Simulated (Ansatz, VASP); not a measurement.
**PtS2 in VASP and in Ansatz**

```
CELL_PARAMETERS angstrom
3.55264 0.00000 0.00000
-1.77632 3.07668 0.00000
0.00000 0.00000 5.12271
ATOMIC_POSITIONS crystal
Pt 0.00000 0.00000 0.00000
S 0.33333 0.66667 0.23926
S 0.66667 0.33333 0.76074
```

Alike in both runs: task single point; functional PBE; k mesh 6 × 6 × 4; occupations gaussian, width 0.001 eV; no spin polarisation.

|  | VASP | Ansatz |
| --- | --- | --- |
| version | VASP 6.6.1 | Ansatz 0.2.0 |
| potentials or method | VASP PAW PBE potentials, release 64 (Pt, S) | plane waves |
| plane-wave cutoff (eV) | 520 | 420 |
| valence electrons in the cell | 22 | 30 |

```csv
,VASP,Ansatz,Ansatz less VASP
gap on the k mesh at the Fermi level (eV),0.85,0.84,-0.006
pressure (GPa),3.2,3.7,+0.46
"traceless stress, the component that is largest in VASP (GPa)",-0.86,-1.00,-0.137
rms of the force components (eV/Å),0.012,0.031,+0.0188
```

Atom by atom the forces differ by 0.019 eV/Å (rms over components). The functional is the same, so the differences come from potentials, cutoffs and numerics. VASP's potentials hold 22 valence electrons a cell and Ansatz's 30, so a difference there can come from the potentials and not from the codes.

Spin-orbit coupling is off throughout.
